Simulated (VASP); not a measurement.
# P2Se2O (P6/mmm) in VASP: a series of runs, part 2 of 3

VASP 6.6.1. Earlier steps stand in the parts before.

### 3 Single point, PBE+D3(BJ)

This run uses another cell than the first one, of 23.24 Å³/atom, 1.156 times its volume.

Contents of INCAR:

```
SYSTEM = P2Se2O
ALGO = Normal
EDIFF = 1E-6
ENCUT = 520
GGA = PE
ISIF = 2
ISMEAR = 0
IVDW = 12
LASPH = .True.
LCHARG = .False.
LREAL = .False.
LWAVE = .False.
NBANDS = 22
NELM = 80
PREC = Accurate
SIGMA = 0.1
```

Contents of KPOINTS:

```
k-points
0
Gamma
  6 6 4
  0 0 0
```

Contents of POSCAR:

```
P2Se2O
1.0
    4.3544656200      0.0000000000      0.0000000000
   -2.1772328100      3.7710778500      0.0000000000
    0.0000000000      0.0000000000      7.0752704400
P Se O
2 2 1
Direct
    0.3333333300      0.6666666700      0.0000000000
    0.6666666700      0.3333333300      0.0000000000
    0.0000000000      0.0000000000      0.7808794800
    0.0000000000      0.0000000000      0.2191205200
    0.0000000000      0.0000000000      0.5000000000
```

Potentials or basis: VASP PAW PBE potentials, release 64 (P, Se, O).

The run is started by

```
cat potpaw_PBE.64/P/POTCAR potpaw_PBE.64/Se/POTCAR potpaw_PBE.64/O/POTCAR > POTCAR
mpirun -np 1 vasp_std > vasp.out
```

OUTCAR:

```text
SYSTEM = P2Se2O
   EDIFF = 1E-6
   ENCUT = 520
   GGA = PE
   ISIF = 2
   ISMEAR = 0
   IVDW = 12
   LASPH = .True.
   LREAL = .False.
   NELM = 80
   PREC = Accurate
 IVDW          = 12

 ion  position               nearest neighbor table
   1  0.333  0.667  0.000-   2 2.51   2 2.51   2 2.51
   2  0.667  0.333  0.000-   1 2.51   1 2.51   1 2.51
   3  0.000  0.000  0.781-   5 1.99
   4  0.000  0.000  0.219-   5 1.99
   5  0.000  0.000  0.500-   3 1.99   4 1.99

  LATTYP: Found a hexagonal cell.
 ALAT       =     4.3544656200
 C/A-ratio  =     1.6248309339

  Lattice vectors:

 A1 = (   4.3544656200,   0.0000000000,   0.0000000000)
 A2 = (  -2.1772328100,   3.7710778500,   0.0000000000)
 A3 = (   0.0000000000,   0.0000000000,   7.0752704400)

Analysis of symmetry for initial positions (statically):
=====================================================================
 Subroutine PRICEL returns:
 Original cell was already a primitive cell.

 Routine SETGRP: Setting up the symmetry group for a
 hexagonal supercell.

 Subroutine GETGRP returns: Found 24 space group operations
 (whereof 24 operations were pure point group operations)
 out of a pool of 24 trial point group operations.

The static configuration has the point symmetry D_6h.

Analysis of symmetry for dynamics (positions and initial velocities):
=====================================================================
 Subroutine PRICEL returns:
 Original cell was already a primitive cell.

 Routine SETGRP: Setting up the symmetry group for a
 hexagonal supercell.

 Subroutine GETGRP returns: Found 24 space group operations
 (whereof 24 operations were pure point group operations)
 out of a pool of 24 trial point group operations.

The dynamic configuration has the point symmetry D_6h.
[... 117 lines left out ...]
   EFERMI_NEDOS =   21; number of points for ismear=-14 and -15
   IALGO  =     38    algorithm
   IMIX   =      4    mixing-type and parameters
     AMIX     =   0.40;   BMIX     =  1.00
     AMIX_MAG =   1.60;   BMIX_MAG =  1.00
  volume/ion in A,a.u.               =      23.24       156.81
  Fermi-wavevector in a.u.,A,eV,Ry     =   1.018778  1.925212 14.121614  1.037909
  Thomas-Fermi vector in A             =   2.152255
   LORBIT       =      0    0 simple, 1 ext, 2 COOP (PROOUT), +10 PAW based schemes
   GGA     = PE    functional components
   LHFCALC =     F    Hartree Fock is set to
   AEXX    =    0.0000 exact exchange contribution
   IVDW    =    12    specifies the selected vdW correction
   LEPSILON=     F    determine dielectric tensor
   LRPA    =     F    only Hartree local field effects (RPA)
 non-spin polarized calculation
 Gauss-broadening in eV      SIGMA  =   0.10
  energy-cutoff  :      520.00
  volume of cell :      116.18
 maximum number of plane-waves:      3139
   NGX = 17   NGY = 17   NGZ = 27

 number of electron      28.0000006 magnetization

 Free energy of the ion-electron system (eV)
  ---------------------------------------------------
  ext. energy  EPLUGINS =         0.00000000
  ---------------------------------------------------
  free energy    TOTEN  =       -20.11080449 eV

  energy without entropy =      -20.08717562  energy(sigma->0) =      -20.09899005

 E-fermi :   2.6372     XC(G=0):  -8.5603

 val. band max:        2.6286544349   @ k =   0.3333   0.3333   0.2500
 cond. band min:       2.6379153591   @ k =   0.3333   0.0000   0.0000
 fundamental gap:      0.0092609242
 Fermi energy:         2.6371922260

 k-point     1 :       0.0000    0.0000    0.0000
  band No.  band energies     occupation
      1     -15.6070      2.00000
      2     -12.0283      2.00000
      3     -10.7116      2.00000
      4      -7.2752      2.00000
      5      -3.4916      2.00000
      6      -3.0064      2.00000
[... 514 lines left out ...]
     21      10.0845      0.00000
     22      10.6158      0.00000

------------------------ aborting loop because EDIFF is reached ----------------------------------------

 Edisp (eV)   -1.22522

 E8    (eV) :    -0.4710

  FORCE on cell =-STRESS in cart. coord.  units (eV):
  Direction    XX          YY          ZZ          XY          YZ          ZX
  --------------------------------------------------------------------------------------
  -------------------------------------------------------------------------------------
  Total      -3.37009    -3.37009    -6.56452     0.00000    -0.00000     0.00000
  in kB     -46.47385   -46.47385   -90.52538     0.00000    -0.00000     0.00000
  external pressure =      -61.16 kB  Pullay stress =        0.00 kB

 VOLUME and BASIS-vectors are now :
 -----------------------------------------------------------------------------
  energy-cutoff  :      520.00
  volume of cell :      116.18
      direct lattice vectors                 reciprocal lattice vectors
     4.354465620  0.000000000  0.000000000     0.229649304  0.132588088  0.000000000
    -2.177232810  3.771077850  0.000000000     0.000000000  0.265176175  0.000000000
     0.000000000  0.000000000  7.075270440     0.000000000  0.000000000  0.141337354

 POSITION                                       TOTAL-FORCE (eV/Angst)
 -----------------------------------------------------------------------------------
     -0.00000      2.51405      0.00000         0.000000     -0.000000     -0.000000
      2.17723      1.25703      0.00000        -0.000000     -0.000000      0.000000
      0.00000      0.00000      5.52493         0.000000     -0.000000     -0.661065
      0.00000      0.00000      1.55034         0.000000      0.000000      0.661065
      0.00000      0.00000      3.53764         0.000000     -0.000000      0.000000
 -----------------------------------------------------------------------------------
    total drift:                               -0.000000      0.000000      0.000000

  FREE ENERGIE OF THE ION-ELECTRON SYSTEM (eV)
  ---------------------------------------------------
  free  energy   TOTEN  =       -21.3360211149 eV

  energy  without entropy=      -21.3123922427  energy(sigma->0) =      -21.32420668
```

OSZICAR:

```text
N       E                     dE             d eps       ncg     rms          rms(c)
DAV:   1     0.137045849393E+03    0.13705E+03   -0.11900E+04   924   0.108E+03
DAV:   2    -0.103190666032E+02   -0.14736E+03   -0.14185E+03  1248   0.198E+02
DAV:   3    -0.216714320072E+02   -0.11352E+02   -0.11142E+02  1104   0.574E+01
DAV:   4    -0.218515810311E+02   -0.18015E+00   -0.17944E+00  1162   0.822E+00
DAV:   5    -0.218544278882E+02   -0.28469E-02   -0.28437E-02  1166   0.981E-01    0.108E+01
DAV:   6    -0.208782285778E+02    0.97620E+00   -0.10206E+01  1066   0.240E+01    0.951E+00
DAV:   7    -0.202246496240E+02    0.65358E+00   -0.96060E+00  1166   0.122E+01    0.393E+00
DAV:   8    -0.201082980088E+02    0.11635E+00   -0.71711E-01  1064   0.450E+00    0.144E+00
DAV:   9    -0.201172344710E+02   -0.89365E-02   -0.12539E-01  1138   0.184E+00    0.673E-01
DAV:  10    -0.201101477176E+02    0.70868E-02   -0.39692E-02  1206   0.971E-01    0.158E-01
DAV:  11    -0.201111539812E+02   -0.10063E-02   -0.56118E-03  1002   0.390E-01    0.159E-01
DAV:  12    -0.201107419044E+02    0.41208E-03   -0.14667E-03  1168   0.207E-01    0.263E-02
DAV:  13    -0.201107930518E+02   -0.51147E-04   -0.13383E-04   990   0.653E-02    0.798E-03
DAV:  14    -0.201108039950E+02   -0.10943E-04   -0.63486E-06  1100   0.140E-02    0.375E-03
DAV:  15    -0.201108044883E+02   -0.49330E-06   -0.17823E-06   816   0.713E-03
   1 F= -.21336021E+02 E0= -.21324207E+02  d E =-.236289E-01
```

stdout:

```text
POSCAR found type information on POSCAR P SeO
 POSCAR found :  3 types and       5 ions
 scaLAPACK will be used
 LDA part: xc-table for (Slater+PW92), standard interpolation
 POSCAR, INCAR and KPOINTS ok, starting setup
 FFT: planning ... GRIDC
 FFT: planning ... GRID_SOFT
 FFT: planning ... GRID
 WAVECAR not read
 entering main loop
```

Wall time 30 s (1 thread of Intel Xeon 6975P-C (Granite Rapids), shared host); peak memory 0.25 GiB.

What came out:

```
Free energy                : -21.3360 eV
Pressure                   : -6.1 GPa
Largest force              : 0.661 eV/Å
Band gap on the k mesh     : zero (band 14 reaches 3.90 eV, above the bottom of band 15 at 1.19 eV)
Dispersion energy per atom : -0.245 eV
```

Forces in eV/Å, atoms in the order of the input:
```
P    0.000  0.000  0.000
P    0.000  0.000  0.000
Se   0.000  0.000 -0.661
Se   0.000  0.000  0.661
O    0.000  0.000  0.000
```

Stress tensor (GPa, compression positive):
```
-4.65  0.00  0.00
 0.00 -4.65  0.00
 0.00  0.00 -9.05
```

Levels at points of the mesh, in eV from the Fermi level:
```
           k point  band 11  band 12  band 13  band 14  band 15  band 16  band 17  band 18
(0.00, 0.00, 0.00)    -1.74    -1.74    -1.58    -1.48    -1.45    -1.45     1.45     3.81
(0.50, 0.00, 0.00)    -2.57    -1.95    -0.68     0.08     0.85     1.44     2.23     3.11
(0.00, 0.00, 0.50)    -3.01    -3.01    -2.33    -0.22    -0.22     1.33     1.38     1.44
(0.50, 0.00, 0.50)    -1.21    -0.89    -0.58    -0.56     0.04     1.41     2.83     2.85
```

Caveat: pairwise dispersion overbinds metals, which lowers pressure and volume.

[end of part 2 of 3]
